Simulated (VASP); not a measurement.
# Si (Fmmm) in VASP: single point with LDA

Aim: the single point of Si with LDA.

Program: VASP 6.6.1. These are calculated values, not measurements. Logs are shortened: lines on timing, memory, paths and dates and some standing lists are left out, and cuts for length are marked.

### 1 The cell of the first run

The structure is orthorhombic, space group Fmmm (No. 69). Conventional cell: a = 4.872 Å, b = 5.374 Å, c = 9.019 Å, α = 90.00°, β = 90.00°, γ = 90.00°. Si (site symmetry mm2) has 20 Si at 2.47 to 3.76 Å within 3.8 Å. Si (site symmetry m2m) has 8 Si at 2.45 to 2.92 Å within 3.2 Å.

### 2 Single point, LDA

INCAR

```
ALGO = Normal ; EDIFF = 1E-7
ENCUT = 520 ; GGA = CA
ISIF = 2 ; ISMEAR = -1
LASPH = True ; LCHARG = False
LREAL = False ; LWAVE = False
NBANDS = 26 ; NELM = 100
PREC = Accurate ; SIGMA = 0.05
```

KPOINTS

```
k-points
0
Gamma
  6 6 5
```

POSCAR

```
Si
1.0
    4.5094063750     -2.4357958192      0.0000000000
    4.5094063750      2.4357958192      0.0000000000
    0.0000000000      0.0000000000      5.3741272633
Si
8
Direct
    0.7730556465      0.7730556465      0.0000000000
    0.2730556465      0.2730556465      0.5000000000
    0.2269443535      0.2269443535      0.0000000000
    0.7269443535      0.7269443535      0.5000000000
    0.0000083346      0.9999916654      0.7283626588
    0.9999916654      0.0000083346      0.2716373412
    0.4999916654      0.5000083346      0.2283626588
    0.5000083346      0.4999916654      0.7716373412
```

Potentials or basis: VASP PAW LDA potentials, release 64 (Si).

Command:

```
cat potpaw_LDA.64/Si/POTCAR > POTCAR
mpirun -np 1 vasp_std > vasp.out
```

OUTCAR:

```text
EDIFF = 1E-7
   ENCUT = 520
   GGA = CA
   ISIF = 2
   ISMEAR = -1
   LASPH = True
   LREAL = False
   NELM = 100
   PREC = Accurate

 ion  position               nearest neighbor table
   1  0.773  0.773  0.000-   3 2.47   3 2.47   5 2.51   6 2.51   4 2.72   4 2.72   8 2.75   7 2.75

   2  0.273  0.273  0.500-   4 2.47   4 2.47   7 2.51   8 2.51   3 2.72   3 2.72   6 2.75   5 2.75

   3  0.227  0.227  0.000-   1 2.47   1 2.47   5 2.51   6 2.51   2 2.72   2 2.72   8 2.75   7 2.75

   4  0.727  0.727  0.500-   2 2.47   2 2.47   7 2.51   8 2.51   1 2.72   1 2.72   6 2.75   5 2.75

   5  0.000  1.000  0.728-   8 2.45   8 2.45   6 2.45   3 2.51   1 2.51   4 2.75   2 2.75   6 2.92

   6  1.000  0.000  0.272-   7 2.45   7 2.45   5 2.45   3 2.51   1 2.51   4 2.75   2 2.75   5 2.92

   7  0.500  0.500  0.228-   6 2.45   6 2.45   8 2.45   4 2.51   2 2.51   1 2.75   3 2.75   8 2.92

   8  0.500  0.500  0.772-   5 2.45   5 2.45   7 2.45   4 2.51   2 2.51   1 2.75   3 2.75   7 2.92

  LATTYP: Found a base centered orthorhombic cell.
 ALAT       =     4.8715916384
 B/A-ratio  =     1.8513072153
 C/A-ratio  =     1.1031563526

  Lattice vectors:

 A1 = (  -4.5094063750,  -2.4357958192,   0.0000000000)
 A2 = (   4.5094063750,  -2.4357958192,   0.0000000000)
 A3 = (   0.0000000000,   0.0000000000,   5.3741272633)

Analysis of symmetry for initial positions (statically):
=====================================================================
 Subroutine PRICEL returns:
 Original cell was already a primitive cell.

 Routine SETGRP: Setting up the symmetry group for a
 base centered orthorhombic supercell.

 Subroutine GETGRP returns: Found  8 space group operations
 (whereof  4 operations were pure point group operations)
 out of a pool of  8 trial point group operations.

The static configuration has the point symmetry C_2h.
 The point group associated with its full space group is D_2h.

Analysis of symmetry for dynamics (positions and initial velocities):
=====================================================================
 Subroutine PRICEL returns:
 Original cell was already a primitive cell.

 Routine SETGRP: Setting up the symmetry group for a
 base centered orthorhombic supercell.

 Subroutine GETGRP returns: Found  8 space group operations
 (whereof  4 operations were pure point group operations)
 out of a pool of  8 trial point group operations.

The dynamic configuration has the point symmetry C_2h.
 The point group associated with its full space group is D_2h.

 Subroutine INISYM returns: Found  8 space group operations
 (whereof  4 operations are pure point group operations),
 and found     1 'primitive' translations

----------------------------------------------------------------------------------------

                                     Primitive cell

  volume of cell :     118.0588

  direct lattice vectors                    reciprocal lattice vectors
     4.509406375 -2.435795819  0.000000000     0.110879339 -0.205271721  0.000000000
     4.509406375  2.435795819  0.000000000     0.110879339  0.205271721  0.000000000
     0.000000000  0.000000000  5.374127263     0.000000000  0.000000000  0.186076725

  length of vectors
     5.125216788  5.125216788  5.374127263     0.233303895  0.233303895  0.186076725

  position of ions in fractional coordinates (direct lattice)
     0.773055646  0.773055646  0.000000000
     0.273055646  0.273055646  0.500000000
     0.226944354  0.226944354  0.000000000
     0.726944354  0.726944354  0.500000000
     0.000008335  0.999991665  0.728362659
     0.999991665  0.000008335  0.271637341
     0.499991665  0.500008335  0.228362659
     0.500008335  0.499991665  0.771637341

  ion indices of the primitive-cell ions
   primitive index   ion index
                 1           1
                 2           2
                 3           3
                 4           4
                 5           5
                 6           6
                 7           7
                 8           8

----------------------------------------------------------------------------------------

 KPOINTS: k-points

Automatic generation of k-mesh.
 Grid dimensions read from file:
 generate k-points for:    6    6    5

 Generating k-lattice:

  Cartesian coordinates                     Fractional coordinates (reciprocal lattice)
     0.018479890 -0.034211954  0.000000000     0.166666667 -0.000000000  0.000000000
     0.018479890  0.034211954  0.000000000    -0.000000000  0.166666667  0.000000000
     0.000000000  0.000000000  0.037215345     0.000000000  0.000000000  0.200000000

  Length of vectors
     0.038883982  0.038883982  0.037215345

  Shift w.r.t. Gamma in fractional coordinates (k-lattice)
     0.000000000  0.000000000  0.000000000

 Subroutine IBZKPT returns following result:
 ===========================================

 Found     39 irreducible k-points:

 Following reciprocal coordinates:
            Coordinates               Weight
  0.000000  0.000000  0.000000      1.000000
  0.166667  0.000000  0.000000      4.000000
  0.333333  0.000000  0.000000      4.000000
  0.500000 -0.000000  0.000000      2.000000
  0.166667  0.166667  0.000000      2.000000
  0.333333  0.166667  0.000000      4.000000
[... 16 lines left out ...]
  0.333333  0.333333  0.200000      4.000000
  0.500000  0.333333  0.200000      8.000000
 [... further k-points ...]
   k-points           NKPTS =     39   k-points in BZ     NKDIM =     39   number of bands    NBANDS=     26
   number of dos      NEDOS =    301   number of ions     NIONS =      8
   total plane-waves  NPLWV =  64000
   dimension x,y,z NGX =    40 NGY =   40 NGZ =   40
   dimension x,y,z NGXF=    80 NGYF=   80 NGZF=   80
   ions per type =               8
   NGX,Y,Z   is equivalent  to a cutoff of  12.97, 12.97, 12.37 a.u.
   NGXF,Y,Z  is equivalent  to a cutoff of  25.95, 25.95, 24.75 a.u.
 SYSTEM =  unknown system
   PREC   = accura    normal or accurate (medium, high low for compatibility)
   ISTART =      0    job   : 0-new  1-cont  2-samecut
   ICHARG =      2    charge: 1-file 2-atom 10-const
   ISPIN  =      1    spin polarized calculation?
   LNONCOLLINEAR =      F non collinear calculations
   LSORBIT =      F    spin-orbit coupling
   LASPH  =      T    aspherical Exc in radial PAW
   ENCUT  =  520.0 eV  38.22 Ry    6.18 a.u.   9.53  9.53  9.99*2*pi/ulx,y,z
   NELM   =    100;   NELMIN=  2; NELMDL= -5     # of ELM steps
   EDIFF  = 0.1E-06   stopping-criterion for ELM
   LREAL  =      F    real-space projection
   EDIFFG = 0.1E-05   stopping-criterion for IOM
   NSW    =      0    number of steps for IOM
   IBRION =     -1    ionic relax: 0-MD 1-quasi-New 2-CG
   NFREE  =      0    steps in history (QN), initial steepest desc. (CG)
   ISIF   =      2    stress and relaxation
   ISYM   =      2    0-nonsym 1-usesym 2-fastsym
   POTIM  = 0.5000    time-step for ionic-motion
   TEBEG  =    0.0;   TEEND  =   0.0 temperature during run
   PSTRESS=    0.0 pullay stress
   NELECT =      32.0000    total number of electrons
   NUPDOWN=      -1.0000    fix difference up-down
   EMIN   =  10.00;   EMAX   =-10.00  energy-range for DOS
   EFERMI =   0.00;   METHOD = LEGACY
   ISMEAR =    -1;   SIGMA  =   0.05  broadening in eV -4-tet -1-fermi 0-gaus
   EFERMI_NEDOS =   21; number of points for ismear=-14 and -15
   IALGO  =     38    algorithm
   IMIX   =      4    mixing-type and parameters
     AMIX     =   0.40;   BMIX     =  1.00
     AMIX_MAG =   1.60;   BMIX_MAG =  1.00
  volume/ion in A,a.u.               =      14.76        99.59
  Fermi-wavevector in a.u.,A,eV,Ry     =   1.059478  2.002124 15.272463  1.122494
  Thomas-Fermi vector in A             =   2.194825
   LORBIT       =      0    0 simple, 1 ext, 2 COOP (PROOUT), +10 PAW based schemes
   GGA     = CA    functional components
   LHFCALC =     F    Hartree Fock is set to
   AEXX    =    0.0000 exact exchange contribution
   IVDW    =     0    specifies the selected vdW correction
   LEPSILON=     F    determine dielectric tensor
   LRPA    =     F    only Hartree local field effects (RPA)
 non-spin polarized calculation
  energy-cutoff  :      520.00
  volume of cell :      118.06
 maximum number of plane-waves:      3199
 NGX is ok and might be reduce to    40
   NGX = 19   NGY = 19   NGZ = 19

 number of electron      32.0000001 magnetization

 Free energy of the ion-electron system (eV)
  ---------------------------------------------------
  ext. energy  EPLUGINS =         0.00000000
  ---------------------------------------------------
  free energy    TOTEN  =       -45.91638554 eV

  energy without entropy =      -45.89260078  energy(sigma->0) =      -45.90449316

 E-fermi :   9.5899     XC(G=0): -11.1203

 val. band max:        9.5803818307   @ k =   0.5000   0.3333   0.0000
 cond. band min:       9.6119059488   @ k =   0.1667   0.1667   0.0000
 fundamental gap:      0.0315241181
 Fermi energy:         9.5898843939

 k-point     1 :       0.0000    0.0000    0.0000
  band No.  band energies     occupation
      1      -4.4562      2.00000
      2       0.4288      2.00000
      3       0.4383      2.00000
      4       2.1411      2.00000
      5       2.2794      2.00000
      6       2.4974      2.00000
[... 18 lines left out ...]
     25      16.0177      0.00000
     26      17.2315      0.00000

 k-point     2 :       0.1667    0.0000    0.0000
  band No.  band energies     occupation
      1      -4.2403      2.00000
      2       0.6325      2.00000
      3       0.6460      2.00000
      4       0.7630      2.00000
      5       1.5210      2.00000
      6       1.9193      2.00000
[... 18 lines left out ...]
     25      15.4584      0.00000
     26      16.3852      0.00000

 k-point     3 :       0.3333    0.0000    0.0000
  band No.  band energies     occupation
      1      -3.5950      2.00000
      2      -1.0581      2.00000
      3       1.0333      2.00000
      4       1.2272      2.00000
      5       1.2661      2.00000
      6       1.2851      2.00000
[... 572 lines left out ...]
 k-point    23 :       0.3333    0.3333    0.2000
  band No.  band energies     occupation
      1      -3.4751      2.00000
      2      -1.1347      2.00000
      3      -0.5435      2.00000
      4       1.0456      2.00000
      5       1.6482      2.00000
      6       2.8458      2.00000
[... 18 lines left out ...]
     25      14.3204      0.00000
     26      14.4956      0.00000

 k-point    24 :       0.5000    0.3333    0.2000
  band No.  band energies     occupation
      1      -2.8749      2.00000
      2      -1.6886      2.00000
      3      -0.1938      2.00000
      4       0.0394      2.00000
      5       1.1641      2.00000
      6       2.7041      2.00000
[... 18 lines left out ...]
     25      13.8762      0.00000
     26      14.5185      0.00000

 [... further k-points ...]
[... 5 lines left out ...]
  --------------------------------------------------------------------------------------
  -------------------------------------------------------------------------------------
  Total        0.0743432      0.0591932      0.0985746      0.0000000      0.0000000      0.0000000
  in kB        1.0089129      0.8033116      1.3377571      0.0000000      0.0000000      0.0000000
  external PRESSURE =       1.0499939 kB  Pullay stress =       0.0000000 kB

 VOLUME and BASIS-vectors are now :
 -----------------------------------------------------------------------------
  energy-cutoff  :      520.00
  volume of cell :      118.06
      direct lattice vectors                 reciprocal lattice vectors
     4.509406375 -2.435795819  0.000000000     0.110879339 -0.205271721  0.000000000
     4.509406375  2.435795819  0.000000000     0.110879339  0.205271721  0.000000000
     0.000000000  0.000000000  5.374127263     0.000000000  0.000000000  0.186076725

 POSITION                                       TOTAL-FORCE (eV/Angst)
 -----------------------------------------------------------------------------------
      6.97204      0.00000      0.00000         0.000868      0.000000     -0.000000
      2.46264      0.00000      2.68706         0.000868      0.000000      0.000000
      2.04677      0.00000      0.00000        -0.000868      0.000000      0.000000
      6.55618      0.00000      2.68706        -0.000868      0.000000     -0.000000
      4.50941      2.43576      3.91431         0.000000      0.000077      0.000276
      4.50941     -2.43576      1.45981         0.000000     -0.000077     -0.000276
      4.50941      0.00004      1.22725         0.000000     -0.000077      0.000276
      4.50941     -0.00004      4.14688         0.000000      0.000077     -0.000276
 -----------------------------------------------------------------------------------
    total drift:                                0.000000     -0.000000     -0.000000

  FREE ENERGIE OF THE ION-ELECTRON SYSTEM (eV)
  ---------------------------------------------------
  free  energy   TOTEN  =       -45.9163855403 eV

  energy  without entropy=      -45.8926007850  energy(sigma->0) =      -45.90449316
```

Run time: 1.7 min. Hardware: 1 thread of Intel Xeon Platinum 8488C (Sapphire Rapids), shared host; peak memory 0.23 GiB.

Results:

| Quantity | Value |
| --- | --- |
| Free energy | -45.9164 eV |
| Pressure | 0.1 GPa |
| Band gap on the k mesh | zero (bands 16 and 17 overlap by 3.22 eV) |

The gap in the log of VASP goes by the Fermi energy; the results here count the filled bands.